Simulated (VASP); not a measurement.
# Si (P6_3/mmc) in VASP: further runs

The runs below take Si through single point, with LDA.

All numbers are computed with VASP 6.6.1; they aren't measurements. Logs are shortened: lines on timing, memory, paths and dates and some standing lists are left out, and cuts for length are marked.

### 1 The cell of the first run

The structure is hexagonal, space group P6_3/mmc (No. 194). The conventional cell has a = 2.806 Å, b = 2.806 Å, c = 4.506 Å, α = 90.00°, β = 90.00°, γ = 120.00°. Si (site symmetry -6m2) has 12 Si at 2.77 to 2.81 Å within 3.7 Å.

### 2 Single point, LDA (strain +0.0525 x Voigt [1, 1, 0, 0, 0, 0])

INCAR

```
PREC = Accurate
ENCUT = 520
EDIFF = 1E-6
ISMEAR = 0
SIGMA = 0.15
LREAL = False
LASPH = True
NELM = 100
ALGO = Normal
ISIF = 2
LWAVE = False
LCHARG = False
GGA = CA
NBANDS = 11
```

KPOINTS

```
regular mesh
0
Gamma
  24 24 10
```

POSCAR

```
Si
1.0
    2.8055203286      0.0000000000      0.0000000000
   -1.4027601643      2.4296518754      0.0000000000
    0.0000000000      0.0000000000      4.5062692700
Si
2
Direct
    0.3333333333      0.6666666667      0.2500000000
    0.6666666667      0.3333333333      0.7500000000
```

Potentials or basis: VASP PAW LDA potentials, release 64 (Si).

Command:

```bash
$ cat potpaw_LDA.64/Si/POTCAR > POTCAR
$ mpirun -np 1 vasp_std > vasp.out
```

OUTCAR:

```text
PREC = Accurate
   ENCUT = 520
   EDIFF = 1E-6
   ISMEAR = 0
   LREAL = False
   LASPH = True
   NELM = 100
   ISIF = 2
   GGA = CA

 ion  position               nearest neighbor table
   1  0.333  0.667  0.250-   2 2.77   2 2.77   2 2.77   2 2.77   2 2.77   2 2.77
   2  0.667  0.333  0.750-   1 2.77   1 2.77   1 2.77   1 2.77   1 2.77   1 2.77

  LATTYP: Found a hexagonal cell.
 ALAT       =     2.8055203286
 C/A-ratio  =     1.6062151552

  Lattice vectors:

 A1 = (   2.8055203286,   0.0000000000,   0.0000000000)
 A2 = (  -1.4027601643,   2.4296518754,   0.0000000000)
 A3 = (   0.0000000000,   0.0000000000,   4.5062692700)

Analysis of symmetry for initial positions (statically):
=====================================================================
 Subroutine PRICEL returns:
 Original cell was already a primitive cell.

 Routine SETGRP: Setting up the symmetry group for a
 hexagonal supercell.

 Subroutine GETGRP returns: Found 24 space group operations
 (whereof 12 operations were pure point group operations)
 out of a pool of 24 trial point group operations.

The static configuration has the point symmetry D_3d.
 The point group associated with its full space group is D_6h.

Analysis of symmetry for dynamics (positions and initial velocities):
=====================================================================
 Subroutine PRICEL returns:
 Original cell was already a primitive cell.

 Routine SETGRP: Setting up the symmetry group for a
 hexagonal supercell.

 Subroutine GETGRP returns: Found 24 space group operations
 (whereof 12 operations were pure point group operations)
 out of a pool of 24 trial point group operations.

The dynamic configuration has the point symmetry D_3d.
 The point group associated with its full space group is D_6h.

 Subroutine INISYM returns: Found 24 space group operations
 (whereof 12 operations are pure point group operations),
 and found     1 'primitive' translations

----------------------------------------------------------------------------------------

                                     Primitive cell

  volume of cell :      30.7167

  direct lattice vectors                    reciprocal lattice vectors
     2.805520329  0.000000000  0.000000000     0.356440119  0.205790799  0.000000000
    -1.402760164  2.429651875  0.000000000     0.000000000  0.411581597  0.000000000
     0.000000000  0.000000000  4.506269270     0.000000000  0.000000000  0.221913059

  length of vectors
     2.805520329  2.805520329  4.506269270     0.411581597  0.411581597  0.221913059

  position of ions in fractional coordinates (direct lattice)
     0.333333333  0.666666667  0.250000000
     0.666666667  0.333333333  0.750000000

  ion indices of the primitive-cell ions
   primitive index   ion index
                 1           1
                 2           2

----------------------------------------------------------------------------------------

 KPOINTS: regular mesh

Automatic generation of k-mesh.
 Grid dimensions read from file:
 generate k-points for:   24   24   10

 Generating k-lattice:

  Cartesian coordinates                     Fractional coordinates (reciprocal lattice)
     0.014851672  0.008574617  0.000000000     0.041666667  0.000000000  0.000000000
     0.000000000  0.017149233  0.000000000     0.000000000  0.041666667  0.000000000
     0.000000000  0.000000000  0.022191306     0.000000000  0.000000000  0.100000000

  Length of vectors
     0.017149233  0.017149233  0.022191306

  Shift w.r.t. Gamma in fractional coordinates (k-lattice)
     0.000000000  0.000000000  0.000000000

 Subroutine IBZKPT returns following result:
 ===========================================

 Found    366 irreducible k-points:

 Following reciprocal coordinates:
            Coordinates               Weight
  0.000000  0.000000  0.000000      1.000000
  0.041667 -0.000000  0.000000      6.000000
  0.083333 -0.000000  0.000000      6.000000
  0.125000 -0.000000  0.000000      6.000000
  0.166667 -0.000000  0.000000      6.000000
  0.208333 -0.000000  0.000000      6.000000
[... 16 lines left out ...]
  0.416667  0.041667  0.000000     12.000000
  0.458333  0.041667  0.000000     12.000000
 [... further k-points ...]
   k-points           NKPTS =    366   k-points in BZ     NKDIM =    366   number of bands    NBANDS=     11
   number of dos      NEDOS =    301   number of ions     NIONS =      2
   total plane-waves  NPLWV =  20736
   dimension x,y,z NGX =    24 NGY =   24 NGZ =   36
   dimension x,y,z NGXF=    48 NGYF=   48 NGZF=   72
   ions per type =               2
   NGX,Y,Z   is equivalent  to a cutoff of  14.22, 14.22, 13.28 a.u.
   NGXF,Y,Z  is equivalent  to a cutoff of  28.44, 28.44, 26.56 a.u.
 SYSTEM =  unknown system
   PREC   = accura    normal or accurate (medium, high low for compatibility)
   ISTART =      0    job   : 0-new  1-cont  2-samecut
   ICHARG =      2    charge: 1-file 2-atom 10-const
   ISPIN  =      1    spin polarized calculation?
   LNONCOLLINEAR =      F non collinear calculations
   LSORBIT =      F    spin-orbit coupling
   LASPH  =      T    aspherical Exc in radial PAW
   ENCUT  =  520.0 eV  38.22 Ry    6.18 a.u.   5.22  5.22  8.38*2*pi/ulx,y,z
   NELM   =    100;   NELMIN=  2; NELMDL= -5     # of ELM steps
   EDIFF  = 0.1E-05   stopping-criterion for ELM
   LREAL  =      F    real-space projection
[... 7 lines left out ...]
   TEBEG  =    0.0;   TEEND  =   0.0 temperature during run
   PSTRESS=    0.0 pullay stress
   NELECT =       8.0000    total number of electrons
   NUPDOWN=      -1.0000    fix difference up-down
   EMIN   =  10.00;   EMAX   =-10.00  energy-range for DOS
   EFERMI =   0.00;   METHOD = LEGACY
   ISMEAR =     0;   SIGMA  =   0.15  broadening in eV -4-tet -1-fermi 0-gaus
   EFERMI_NEDOS =   21; number of points for ismear=-14 and -15
   IALGO  =     38    algorithm
   IMIX   =      4    mixing-type and parameters
     AMIX     =   0.40;   BMIX     =  1.00
     AMIX_MAG =   1.60;   BMIX_MAG =  1.00
  volume/ion in A,a.u.               =      15.36       103.64
  Fermi-wavevector in a.u.,A,eV,Ry     =   1.045474  1.975660 14.871388  1.093016
  Thomas-Fermi vector in A             =   2.180271
   LORBIT       =      0    0 simple, 1 ext, 2 COOP (PROOUT), +10 PAW based schemes
   GGA     = CA    functional components
   LHFCALC =     F    Hartree Fock is set to
   AEXX    =    0.0000 exact exchange contribution
   IVDW    =     0    specifies the selected vdW correction
   LEPSILON=     F    determine dielectric tensor
   LRPA    =     F    only Hartree local field effects (RPA)
 non-spin polarized calculation
 Gauss-broadening in eV      SIGMA  =   0.15
  energy-cutoff  :      520.00
  volume of cell :       30.72
 maximum number of plane-waves:       844
 NGX is ok and might be reduce to    24
   NGX = 11   NGY = 11   NGZ = 17

 number of electron       8.0000000 magnetization

 Free energy of the ion-electron system (eV)
  ---------------------------------------------------
  ext. energy  EPLUGINS =         0.00000000
  ---------------------------------------------------
  free energy    TOTEN  =       -10.99105412 eV

  energy without entropy =      -10.98146961  energy(sigma->0) =      -10.98626186

 E-fermi :   9.3221     XC(G=0): -11.0268

 val. band max:        9.2857308103   @ k =   0.0833   0.0417   0.4000
 cond. band min:       9.3303778243   @ k =   0.2083   0.1667   0.2000
 fundamental gap:      0.0446470140
 Fermi energy:         9.3221019190

 k-point     1 :       0.0000    0.0000    0.0000
  band No.  band energies     occupation
      1      -4.5081      2.00000
      2       2.1402      2.00000
      3       2.9003      2.00000
      4      16.6389      0.00000
      5      16.6389      0.00000
      6      18.2797      0.00000
      7      18.2797      0.00000
      8      20.0959      0.00000
      9      20.8754      0.00000
     10      20.9987      0.00000
     11      22.2106      0.00000

 k-point     2 :       0.0417   -0.0000    0.0000
  band No.  band energies     occupation
      1      -4.4656      2.00000
      2       2.1822      2.00000
      3       2.9403      2.00000
      4      16.0017      0.00000
      5      16.3204      0.00000
      6      18.1865      0.00000
      7      18.5954      0.00000
      8      20.0130      0.00000
      9      21.1278      0.00000
     10      21.2418      0.00000
     11      21.8363      0.00000

 k-point     3 :       0.0833   -0.0000    0.0000
  band No.  band energies     occupation
      1      -4.3382      2.00000
      2       2.3079      2.00000
      3       3.0604      2.00000
      4      14.7064      0.00000
      5      15.7141      0.00000
      6      17.7835      0.00000
      7      19.1071      0.00000
      8      19.7135      0.00000
      9      20.4022      0.00000
     10      21.6856      0.00000
     11      21.7016      0.00000

 k-point     4 :       0.1250   -0.0000    0.0000
  band No.  band energies     occupation
      1      -4.1261      2.00000
      2       2.5172      2.00000
      3       3.2604      2.00000
      4      13.2396      0.00000
      5      15.0807      0.00000
      6      17.2110      0.00000
      7      19.0847      0.00000
      8      19.1712      0.00000
      9      19.3072      0.00000
     10      21.8963      0.00000
     11      22.2573      0.00000
[... 239 lines left out ...]
 k-point    22 :       0.3750    0.0417    0.0000
  band No.  band energies     occupation
      1      -0.6934      2.00000
      2       4.3259      2.00000
      3       5.9024      2.00000
      4       6.4669      2.00000
      5      10.6357      0.00000
      6      11.5201      0.00000
      7      11.7579      0.00000
      8      15.4501      0.00000
      9      17.0989      0.00000
     10      19.3488      0.00000
     11      21.7354      0.00000

 k-point    23 :       0.4167    0.0417    0.0000
  band No.  band energies     occupation
      1       0.1174      2.00000
      2       3.2100      2.00000
      3       6.7069      2.00000
      4       7.1812      2.00000
      5       9.5562      0.02728
      6      10.5129      0.00000
      7      11.6024      0.00000
      8      15.2907      0.00000
      9      16.9661      0.00000
     10      19.1904      0.00000
     11      21.6188      0.00000

 k-point    24 :       0.4583    0.0417    0.0000
  band No.  band energies     occupation
      1       0.9325      2.00000
      2       2.2412      2.00000
      3       7.5867      2.00000
      4       7.7931      2.00000
      5       8.5382      2.00000
      6       9.7535      0.00005
      7      11.5253      0.00000
      8      15.2111      0.00000
      9      16.8994      0.00000
     10      19.1111      0.00000
     11      21.5592      0.00000

 [... further k-points ...]
[... 5 lines left out ...]
  --------------------------------------------------------------------------------------
  -------------------------------------------------------------------------------------
  Total       -1.6389801     -1.6389801     -1.2955994      0.0000000      0.0000000      0.0000000
  in kB      -85.4888854    -85.4888854    -67.5782128      0.0000000      0.0000000      0.0000000
  external PRESSURE =     -79.5186612 kB  Pullay stress =       0.0000000 kB

 VOLUME and BASIS-vectors are now :
 -----------------------------------------------------------------------------
  energy-cutoff  :      520.00
  volume of cell :       30.72
      direct lattice vectors                 reciprocal lattice vectors
     2.805520329  0.000000000  0.000000000     0.356440119  0.205790799  0.000000000
    -1.402760164  2.429651875  0.000000000     0.000000000  0.411581597  0.000000000
     0.000000000  0.000000000  4.506269270     0.000000000  0.000000000  0.221913059

 POSITION                                       TOTAL-FORCE (eV/Angst)
 -----------------------------------------------------------------------------------
     -0.00000      1.61977      1.12657        -0.000000      0.000000      0.000000
      1.40276      0.80988      3.37970         0.000000     -0.000000      0.000000
 -----------------------------------------------------------------------------------
    total drift:                               -0.000000      0.000000      0.000000

  FREE ENERGIE OF THE ION-ELECTRON SYSTEM (eV)
  ---------------------------------------------------
  free  energy   TOTEN  =       -10.9910541178 eV

  energy  without entropy=      -10.9814696054  energy(sigma->0) =      -10.98626186
```

It took 23 s on 1 thread of Intel Xeon 6975P-C (Granite Rapids), shared host; peak memory 0.2 GiB.

What came out:

```yaml
Free_energy: -10.9911 eV
Pressure: -8.0 GPa
Band_gap_on_the_k_mesh: zero (band 4 reaches 16.86 eV, above the bottom of band 5 at 5.59 eV)
```

Caveat: the cell differs from its parent crystal (strain +0.0525 x Voigt [1, 1, 0, 0, 0, 0]).

### 3 Single point, LDA (strain +0.0600 x Voigt [1, 1, 0, 0, 0, 0])

INCAR

```
SYSTEM = Si
PREC     = Accurate       ! precision mode
ENCUT    = 520            ! plane-wave cutoff, eV
EDIFF    = 1E-6           ! SCF threshold, eV
ISMEAR   = 0              ! smearing method
SIGMA    = 0.15           ! smearing width, eV
LREAL    = .False.        ! projectors in reciprocal space
LASPH    = .True.         ! aspherical terms in the spheres
NELM     = 100            ! most SCF steps
ALGO     = Normal         ! electronic algorithm
ISIF     = 2              ! what is computed and relaxed
LWAVE    = .False.        ! write WAVECAR
LCHARG   = .False.        ! write CHGCAR
NBANDS   = 11             ! bands
```

KPOINTS

```
regular mesh
0
Gamma
  24 24 10
  0 0 0
```

POSCAR

```
Si
1.0
    2.8255121600      0.0000000000      0.0000000000
   -1.4127560800      2.4469653092      0.0000000000
    0.0000000000      0.0000000000      4.5062692700
Si
2
Direct
    0.3333333333      0.6666666667      0.2500000000
    0.6666666667      0.3333333333      0.7500000000
```

Potentials or basis: VASP PAW LDA potentials, release 64 (Si).

Command:

```bash
$ cat potpaw_LDA.64/Si/POTCAR > POTCAR
$ mpirun -np 1 vasp_std > vasp.out
```

It took 24 s on 1 thread of Intel Xeon 6975P-C (Granite Rapids), shared host; peak memory 0.2 GiB.

It converged, with:

```yaml
Free_energy: -10.9667 eV
Pressure: -8.7 GPa
Band_gap_on_the_k_mesh: zero (band 4 reaches 16.47 eV, above the bottom of band 5 at 5.41 eV)
```

Stress tensor (GPa, compression positive):
```
-9.21  0.00  0.00
 0.00 -9.21  0.00
 0.00  0.00 -7.79
```

Levels at points of the mesh, in eV from the Fermi level:
```
           k point  band 1  band 2  band 3  band 4  band 5  band 6  band 7  band 8  band 9
(0.00, 0.00, 0.00)  -13.70   -7.05   -6.30    7.11    7.11    8.78    8.78   10.74   11.44
(0.50, 0.00, 0.00)   -8.18   -7.29   -1.42   -1.26   -1.24    0.32    2.71    5.11    7.83
(0.00, 0.00, 0.50)  -11.93  -11.93    1.71    1.71    8.38    8.38    8.38    8.38   11.08
(0.50, 0.00, 0.50)   -6.46   -6.46   -5.56   -5.56    4.26    4.26    5.56    5.56    7.21
```

Caveat: the cell differs from its parent crystal (strain +0.0600 x Voigt [1, 1, 0, 0, 0, 0]).
